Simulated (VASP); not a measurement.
Input of a VASP 6.6.1 run:

File INCAR:

```
ALGO = Normal
EDIFF = 1E-8
ENCUT = 600
GGA = PE
IBRION = 6
ISIF = 3
ISMEAR = -1
LASPH = True
LCHARG = True
LREAL = False
LWAVE = False
NELM = 100
NFREE = 2
NSW = 1
POTIM = 0.015
PREC = Accurate
SIGMA = 0.05
```

File KPOINTS:

```
k-points
0
Gamma
  6 6 6
```

File POSCAR:

```
CdS
1.0
    0.0000000000      2.9165000000      2.9165000000
    2.9165000000      0.0000000000      2.9165000000
    2.9165000000      2.9165000000      0.0000000000
Cd S
1 1
Direct
    0.0000000000      0.0000000000      0.0000000000
    0.7500000000      0.7500000000      0.7500000000
```

Potentials or basis: VASP PAW PBE potentials, release 64 (Cd, S).

The run is started by

```console
$ cat potpaw_PBE.64/Cd/POTCAR potpaw_PBE.64/S/POTCAR > POTCAR
$ mpirun -np 1 vasp_std > vasp.out
```

Q: What does it give for the elastic constants C11, C12, C44?

A: 75, 59, 24 GPa.

Q: What does it give for the Voigt bulk modulus?

A: 65 GPa.

Q: Estimate the highest phonon frequency at Γ, LO-TO splitting left out.

A: 239 cm⁻¹.

Clamped-ion elastic tensor (GPa):
```
75 59 59  0  0  0
59 75 59  0  0  0
59 59 75  0  0  0
 0  0  0 56  0  0
 0  0  0  0 56  0
 0  0  0  0  0 56
```

Caveat: the cell is under stress, which shifts elastic constants.
